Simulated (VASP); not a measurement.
**BN: G0W0 quasiparticle levels with PBE**

BN:

```xyz
2
Lattice="0.0000 1.8080 1.8080 1.8080 0.0000 1.8080 1.8080 1.8080 0.0000" Properties=species:S:1:pos:R:3 pbc="T T T"
B     0.0000    0.0000    0.0000
N     0.9040    0.9040    0.9040
```

| Item | Value |
| --- | --- |
| Program | VASP 6.6.1 |
| Task | G0W0 quasiparticle levels |
| Functional | PBE |
| Potentials or basis | VASP PAW PBE potentials, release 64 (B_GW, N_GW) |
| Cutoff | 500 eV |
| k mesh | 2 × 2 × 2 |
| Occupations | gaussian, width 0.01 eV |
| Spin | no spin polarisation |
| Dipole correction | no |
| GW scheme | G0W0 |
| GW iterations | 1 |
| Cutoff of the response function | 200 |
| Frequency points | 48 |
| Empty bands | 164 |
| Further INCAR settings | ALGO = EVGW0; EDIFF = 1e-08; NBANDS = 168 |

| Property | Result |
| --- | --- |
| Quasiparticle gap | 5.22 eV |
| Least direct quasiparticle gap | 10.23 eV |
| Band gap of the starting levels on the mesh | 4.09 eV |
| Least direct gap of the starting levels on the mesh | 8.39 eV |

It took 7 s on 1 thread of Intel(R) Xeon(R) Platinum 8488C (Sapphire Rapids), with other jobs on the host, peak memory 0.12 GiB.

Caveat: the k points lie up to 1.50 Å⁻¹ apart, too coarse for converged energies, forces and pressures; bands, screening cutoff and mesh are small and nothing is extrapolated, so the quasiparticle values aren't converged.
